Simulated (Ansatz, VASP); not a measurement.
# Two plane-wave programs on Sc

```
Sc
1.0
     0.00000    2.27050    2.36132
     2.27050    0.00000    2.36132
     2.27050    2.27050    0.00000
Sc
1
Direct
  0.00000 0.00000 0.00000
```

Change from the starting cell: strain +0.000 along x and y, +0.040 along z, atoms carried along.

Alike in both runs: task single point; functional r2SCAN; k mesh 18 × 18 × 18; occupations gaussian, width 0.15 eV; no spin polarisation.

|  | VASP | Ansatz |
| --- | --- | --- |
| version | VASP 6.6.1 | Ansatz 0.2.0 |
| potentials or method | VASP PAW PBE potentials, release 64 (Sc_sv), cutoff 520 eV | scalar-relativistic, plane waves, PAW |
| valence electrons in the cell | 11 | 11 |

```csv
,VASP,Ansatz,Ansatz less VASP
gap on the k mesh at the Fermi level (eV),none,none,-
pressure (GPa),1.9,1.7,-0.19
"traceless stress, the component that is largest in VASP (GPa)",-0.42,-0.42,+0.001
```

VASP's potentials were made for PBE, not for r2SCAN. A gap of «none» marks a metal or a gap that the smearing closes. The functional is the same, so the differences come from potentials, cutoffs and numerics.
